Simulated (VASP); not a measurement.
# SiC (F-43m) in VASP: a series of runs, part 2 of 2

VASP 6.6.1. Earlier steps stand in the parts before.

## Step 4: Single point, PBE

Input file INCAR:

```
SYSTEM = SiC
PREC = Accurate
ENCUT = 600
EDIFF = 1E-6
ISMEAR = -1
SIGMA = 0.05
LREAL = .FALSE.
LASPH = .TRUE.
NELM = 120
ALGO = Normal
ISIF = 2
LWAVE = .FALSE.
LCHARG = .TRUE.
GGA = PE
LELF = .TRUE.
LVHAR = .TRUE.
NBANDS = 11
GGA_COMPAT = .FALSE.
```

Input file KPOINTS:

```
Automatic mesh
0
G
  8 8 8
  0 0 0
```

Input file POSCAR:

```
SiC
1.0
    0.0000000000      2.1780523476      2.1780523476
    2.1780523476      0.0000000000      2.1780523476
    2.1780523476      2.1780523476      0.0000000000
Si C
1 1
Direct
    0.0000000000      0.0000000000      0.0000000000
    0.2500000000      0.2500000000      0.2500000000
```

Potentials or basis: VASP PAW PBE potentials, release 64 (Si, C).

Command:

```console
$ cat potpaw_PBE.64/Si/POTCAR potpaw_PBE.64/C/POTCAR > POTCAR
$ mpirun -np 1 vasp_std > vasp.out
```

OUTCAR:

```text
SYSTEM = SiC
   PREC = Accurate
   ENCUT = 600
   EDIFF = 1E-6
   ISMEAR = -1
   LREAL = .FALSE.
   LASPH = .TRUE.
   NELM = 120
   ISIF = 2
   GGA = PE

 ion  position               nearest neighbor table
   1  0.000  0.000  0.000-   2 1.89   2 1.89   2 1.89   2 1.89
   2  0.250  0.250  0.250-   1 1.89   1 1.89   1 1.89   1 1.89

  LATTYP: Found a face centered cubic cell.
 ALAT       =     4.3561046952

  Lattice vectors:

 A1 = (   0.0000000000,   2.1780523476,   2.1780523476)
 A2 = (   2.1780523476,   0.0000000000,   2.1780523476)
 A3 = (   2.1780523476,   2.1780523476,   0.0000000000)

Analysis of symmetry for initial positions (statically):
=====================================================================
 Subroutine PRICEL returns:
 Original cell was already a primitive cell.

 Routine SETGRP: Setting up the symmetry group for a
 face centered cubic supercell.

 Subroutine GETGRP returns: Found 24 space group operations
 (whereof 24 operations were pure point group operations)
 out of a pool of 48 trial point group operations.

The static configuration has the point symmetry T_d .

Analysis of symmetry for dynamics (positions and initial velocities):
=====================================================================
 Subroutine PRICEL returns:
 Original cell was already a primitive cell.

 Routine SETGRP: Setting up the symmetry group for a
 face centered cubic supercell.

 Subroutine GETGRP returns: Found 24 space group operations
 (whereof 24 operations were pure point group operations)
 out of a pool of 48 trial point group operations.

The dynamic configuration has the point symmetry T_d .

 Subroutine INISYM returns: Found 24 space group operations
 (whereof 24 operations are pure point group operations),
 and found     1 'primitive' translations

----------------------------------------------------------------------------------------

                                     Primitive cell

  volume of cell :      20.6650

  direct lattice vectors                    reciprocal lattice vectors
     0.000000000  2.178052348  2.178052348    -0.229562894  0.229562894  0.229562894
     2.178052348  0.000000000  2.178052348     0.229562894 -0.229562894  0.229562894
     2.178052348  2.178052348  0.000000000     0.229562894  0.229562894 -0.229562894

  length of vectors
     3.080231170  3.080231170  3.080231170     0.397614596  0.397614596  0.397614596

  position of ions in fractional coordinates (direct lattice)
     0.000000000  0.000000000  0.000000000
     0.250000000  0.250000000  0.250000000

  ion indices of the primitive-cell ions
   primitive index   ion index
                 1           1
                 2           2

----------------------------------------------------------------------------------------

 KPOINTS: Automatic mesh

Automatic generation of k-mesh.
 Grid dimensions read from file:
 generate k-points for:    8    8    8

 Generating k-lattice:

  Cartesian coordinates                     Fractional coordinates (reciprocal lattice)
    -0.028695362  0.028695362  0.028695362     0.125000000  0.000000000  0.000000000
     0.028695362 -0.028695362  0.028695362     0.000000000  0.125000000  0.000000000
     0.028695362  0.028695362 -0.028695362     0.000000000  0.000000000  0.125000000

  Length of vectors
     0.049701824  0.049701824  0.049701824

  Shift w.r.t. Gamma in fractional coordinates (k-lattice)
     0.000000000  0.000000000  0.000000000

 Subroutine IBZKPT returns following result:
 ===========================================

 Found     29 irreducible k-points:

 Following reciprocal coordinates:
            Coordinates               Weight
  0.000000  0.000000  0.000000      1.000000
  0.125000  0.000000  0.000000      8.000000
  0.250000  0.000000  0.000000      8.000000
  0.375000  0.000000  0.000000      8.000000
  0.500000  0.000000  0.000000      4.000000
  0.125000  0.125000  0.000000      6.000000
[... 16 lines left out ...]
  0.500000  0.250000  0.125000     48.000000
 -0.375000  0.250000  0.125000     24.000000
 [... further k-points ...]
   k-points           NKPTS =     29   k-points in BZ     NKDIM =     29   number of bands    NBANDS=     11
   number of dos      NEDOS =    301   number of ions     NIONS =      2
   total plane-waves  NPLWV =  21952
   dimension x,y,z NGX =    28 NGY =   28 NGZ =   28
   dimension x,y,z NGXF=    56 NGYF=   56 NGZF=   56
   ions per type =               1   1
   NGX,Y,Z   is equivalent  to a cutoff of  15.11, 15.11, 15.11 a.u.
   NGXF,Y,Z  is equivalent  to a cutoff of  30.22, 30.22, 30.22 a.u.
 SYSTEM =  SiC
   PREC   = accura    normal or accurate (medium, high low for compatibility)
   ISTART =      0    job   : 0-new  1-cont  2-samecut
   ICHARG =      2    charge: 1-file 2-atom 10-const
   ISPIN  =      1    spin polarized calculation?
   LNONCOLLINEAR =      F non collinear calculations
   LSORBIT =      F    spin-orbit coupling
   LASPH  =      T    aspherical Exc in radial PAW
   ENCUT  =  600.0 eV  44.10 Ry    6.64 a.u.   6.15  6.15  6.15*2*pi/ulx,y,z
   NELM   =    120;   NELMIN=  2; NELMDL= -5     # of ELM steps
   EDIFF  = 0.1E-05   stopping-criterion for ELM
   LREAL  =      F    real-space projection
   EDIFFG = 0.1E-04   stopping-criterion for IOM
   NSW    =      0    number of steps for IOM
   IBRION =     -1    ionic relax: 0-MD 1-quasi-New 2-CG
   NFREE  =      0    steps in history (QN), initial steepest desc. (CG)
   ISIF   =      2    stress and relaxation
   ISYM   =      2    0-nonsym 1-usesym 2-fastsym
   POTIM  = 0.5000    time-step for ionic-motion
   TEBEG  =    0.0;   TEEND  =   0.0 temperature during run
   PSTRESS=    0.0 pullay stress
   NELECT =       8.0000    total number of electrons
   NUPDOWN=      -1.0000    fix difference up-down
   EMIN   =  10.00;   EMAX   =-10.00  energy-range for DOS
   EFERMI =   0.00;   METHOD = LEGACY
   ISMEAR =    -1;   SIGMA  =   0.05  broadening in eV -4-tet -1-fermi 0-gaus
   EFERMI_NEDOS =   21; number of points for ismear=-14 and -15
   IALGO  =     38    algorithm
   IMIX   =      4    mixing-type and parameters
     AMIX     =   0.40;   BMIX     =  1.00
     AMIX_MAG =   1.60;   BMIX_MAG =  1.00
  volume/ion in A,a.u.               =      10.33        69.73
  Fermi-wavevector in a.u.,A,eV,Ry     =   1.193145  2.254717 19.369182  1.423595
  Thomas-Fermi vector in A             =   2.329166
   LORBIT       =      0    0 simple, 1 ext, 2 COOP (PROOUT), +10 PAW based schemes
   GGA     = PE    functional components
   LHFCALC =     F    Hartree Fock is set to
   AEXX    =    0.0000 exact exchange contribution
   IVDW    =     0    specifies the selected vdW correction
   LEPSILON=     F    determine dielectric tensor
   LRPA    =     F    only Hartree local field effects (RPA)
 non-spin polarized calculation
  energy-cutoff  :      600.00
  volume of cell :       20.66
 maximum number of plane-waves:       701
 NGX is ok and might be reduce to    28
   NGX = 13   NGY = 13   NGZ = 13

 number of electron       8.0000000 magnetization

 Free energy of the ion-electron system (eV)
  ---------------------------------------------------
  ext. energy  EPLUGINS =         0.00000000
  ---------------------------------------------------
  free energy    TOTEN  =       -15.05752478 eV

  energy without entropy =      -15.05752475  energy(sigma->0) =      -15.05752477

 E-fermi :   8.8056     XC(G=0): -11.3616

 val. band max:        8.1218876793   @ k =   0.0000   0.0000   0.0000
 cond. band min:       9.4772016892   @ k =   0.5000   0.5000   0.0000
 fundamental gap:      1.3553140099
 Fermi energy:         8.8055751592

 k-point     1 :       0.0000    0.0000    0.0000
  band No.  band energies     occupation
      1      -7.2919      2.00000
      2       8.1219      2.00000
      3       8.1219      2.00000
      4       8.1219      2.00000
      5      14.3705      0.00000
      6      15.4382      0.00000
      7      15.4382      0.00000
      8      15.4382      0.00000
      9      22.6361      0.00000
     10      22.6361      0.00000
     11      24.6225      0.00000
[... 309 lines left out ...]
 k-point    24 :      -0.3750    0.2500    0.1250
  band No.  band energies     occupation
      1      -3.0716      2.00000
      2       0.2897      2.00000
      3       4.4123      2.00000
      4       5.8625      2.00000
      5      13.3727      0.00000
      6      15.4069      0.00000
      7      18.2817      0.00000
      8      19.1334      0.00000
      9      21.5580      0.00000
     10      24.3563      0.00000
     11      27.4645      0.00000

 [... further k-points ...]

------------------------ aborting loop because EDIFF is reached ----------------------------------------

  FORCE on cell =-STRESS in cart. coord.  units (eV):
  Direction    XX          YY          ZZ          XY          YZ          ZX
  --------------------------------------------------------------------------------------
  -------------------------------------------------------------------------------------
  Total        0.4351657      0.4351657      0.4351657      0.0000000     -0.0000000      0.0000000
  in kB       33.7388537     33.7388537     33.7388537      0.0000000     -0.0000000      0.0000000
  external PRESSURE =      33.7388537 kB  Pullay stress =       0.0000000 kB

 VOLUME and BASIS-vectors are now :
 -----------------------------------------------------------------------------
  energy-cutoff  :      600.00
  volume of cell :       20.66
      direct lattice vectors                 reciprocal lattice vectors
     0.000000000  2.178052348  2.178052348    -0.229562894  0.229562894  0.229562894
     2.178052348  0.000000000  2.178052348     0.229562894 -0.229562894  0.229562894
     2.178052348  2.178052348  0.000000000     0.229562894  0.229562894 -0.229562894

 POSITION                                       TOTAL-FORCE (eV/Angst)
 -----------------------------------------------------------------------------------
      0.00000      0.00000      0.00000         0.000000      0.000000      0.000000
      1.08903      1.08903      1.08903        -0.000000     -0.000000     -0.000000
 -----------------------------------------------------------------------------------
    total drift:                               -0.000000     -0.000000     -0.000000

  FREE ENERGIE OF THE ION-ELECTRON SYSTEM (eV)
  ---------------------------------------------------
  free  energy   TOTEN  =       -15.0575247803 eV

  energy  without entropy=      -15.0575247547  energy(sigma->0) =      -15.05752477
```

stdout:

```text
POSCAR found type information on POSCAR SiC
 POSCAR found :  2 types and       2 ions
 scaLAPACK will be used
 LDA part: xc-table for (Slater+PW92), standard interpolation
 POSCAR, INCAR and KPOINTS ok, starting setup
 FFT: planning ... GRIDC
 FFT: planning ... GRID_SOFT
 FFT: planning ... GRID
 WAVECAR not read
 entering main loop
```

Wall time 20 s (1 thread of Intel Xeon 8259CL, shared host); peak memory 0.15 GiB.

Results:

* Free energy: -15.0575 eV
* Pressure: 3.4 GPa
* Band gap on the k mesh: 1.36 eV, indirect (least direct gap 4.54 eV)

Levels at points of the mesh, in eV from the valence-band top:
| k point | band 2 | band 3 | band 4 | band 5 | band 6 | band 7 |
| --- | --- | --- | --- | --- | --- | --- |
| (0.00, 0.00, 0.00) | 0.00 | 0.00 | 0.00 | 6.25 | 7.32 | 7.32 |
| (0.50, 0.00, 0.00) | -8.54 | -1.05 | -1.05 | 5.45 | 7.23 | 7.23 |
| (0.50, 0.50, 0.00) | -7.80 | -3.19 | -3.19 | 1.36 | 4.33 | 14.05 |

A k mesh can miss the band edges. Expect the measured gap to be larger: semilocal functionals such as PBE lack the derivative discontinuity.

## Step 5: Overview

```tsv
smearing	gap on the mesh (eV)	pressure (GPa)
methfessel-paxton 0.5 eV	1.36	3.4
methfessel-paxton 0.05 eV	1.36	3.4
fermi-dirac 0.05 eV	1.36	3.4
```

Alike in all rows: task single point; level PBE; potentials or basis VASP PAW PBE potentials, release 64 (Si, C); no spin polarisation; cell as given; k mesh 8 × 8 × 8; cutoff (eV) 600.

On the cell as given the gap runs from 1.36 eV (PBE) to 1.36 eV (PBE).

Total energies depend on the potentials used, so only differences within one code and one set of settings carry meaning.
